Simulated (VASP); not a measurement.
The system is Eu.

```
Eu
1.0
    -2.22747    2.22747    2.22747
     2.22747   -2.22747    2.22747
     2.22747    2.22747   -2.22747
Eu
1
Direct
  0.00000 0.00000 0.00000
```

Base run:

```yaml
Program: VASP 6.6.1
Functional: r2SCAN
Potentials_or_basis: VASP PAW PBE potentials, release 64 (Eu)
Cutoff: 520 eV
k_mesh: 10 × 10 × 10
Occupations: methfessel-paxton, width 1 eV
Spin: collinear spin, ferromagnetic start
Starting_moments: "[7.31] μB"
```

Its results: pressure -0.7 GPa; net moment 7.92 μB per cell; site moments Eu +6.72 μB.

Task: The run is repeated on the same cell with these changes: occupations from methfessel-paxton, width 1 eV to methfessel-paxton, width 0.01 eV. What comes out?

Result: Pressure -0.3 GPa; net moment 7.74 μB per cell; site moments Eu +6.70 μB.

Caveats: the PAW data sets were made with another functional, which shifts forces and pressure a little; so wide a smearing shifts energies and pressures (at least some runs).
